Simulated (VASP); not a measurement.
Set up this calculation in VASP 6.6.1, as the native input.

- Task: single point
- Functional: HSE06
- Potentials or basis: VASP PAW PBE potentials, release 64 (O, Li_sv)
- Cutoff: 650 eV
- k mesh: 6 × 6 × 6
- Occupations: gaussian, width 0.01 eV
- Spin: no spin polarisation
- Dipole correction: no
- Grid for exact exchange (PRECFOCK): Normal
- Further INCAR settings: ALGO = Normal; EDIFF = 1e-06; NBANDS = 13
- Share of exact exchange: 0.25
- Screening parameter: 0.2079 1/Å

The system is Li2O.

```
CELL_PARAMETERS angstrom
0.00572 2.28637 2.28637
2.28637 0.00572 2.28637
2.29208 2.29208 0.00000
ATOMIC_POSITIONS crystal
O 0.00000 0.00000 0.00000
Li 0.25000 0.25000 0.25000
Li 0.75000 0.75000 0.75000
```

This cell differs from its parent crystal: shear xy strain +0.5%.

The input as run:

POSCAR

```
Li2O
1.0
    0.0057159211      2.2863684481      2.2863684481
    2.2863684481      0.0057159211      2.2863684481
    2.2920843692      2.2920843692      0.0000000000
O Li
1 2
Direct
    0.0000000000      0.0000000000      0.0000000000
    0.2500000000      0.2500000000      0.2500000000
    0.7500000000      0.7500000000      0.7500000000
```

INCAR.step1

```
SYSTEM = Li2O
PREC = Accurate ; ENCUT = 650
EDIFF = 1E-5 ; ISMEAR = 0
SIGMA = 0.01 ; LREAL = .False.
LASPH = .True. ; NELM = 120
ALGO = Normal ; ISIF = 2
LWAVE = .True. ; LCHARG = .False.
GGA = PE ; NBANDS = 13
GGA_COMPAT = .False.
```

INCAR.step2

```
SYSTEM = Li2O
PREC = Accurate ; ENCUT = 650
EDIFF = 1E-6 ; ISMEAR = 0
SIGMA = 0.01 ; LREAL = .False.
LASPH = .True. ; NELM = 120
ALGO = Normal ; ISIF = 2
LWAVE = .False. ; LCHARG = .False.
GGA = PE ; LHFCALC = .True.
HFSCREEN = 0.2079 ; PRECFOCK = Normal
ISTART = 1 ; NBANDS = 13
GGA_COMPAT = .False.
```

KPOINTS

```
regular mesh
0
Gamma
  6 6 6
  0 0 0
```

Potentials or basis: VASP PAW PBE potentials, release 64 (O, Li_sv).

Command:

```bash
$ cat potpaw_PBE.64/O/POTCAR potpaw_PBE.64/Li_sv/POTCAR > POTCAR
$ cp INCAR.step1 INCAR
$ mpirun -np 1 vasp_std > vasp.out
$ cp INCAR.step2 INCAR
$ mpirun -np 1 vasp_std > vasp.out
```

It gave:

| Quantity | Value |
| --- | --- |
| Pressure | -0.8 GPa |
| Band gap on the k mesh | 6.64 eV (least direct gap 7.15 eV) |

Caveat: the cell differs from its parent crystal (shear xy strain +0.5%); the structure was generated, so it needn't be the stable form of Li2O; the PAW data sets were made with another functional, which shifts forces and pressure a little.

Wall time 42 min on 1 thread of Intel(R) Xeon(R) Platinum 8259CL CPU @ 2.50GHz (Skylake/Cascade Lake), with other jobs on the host, peak memory 0.28 GiB.
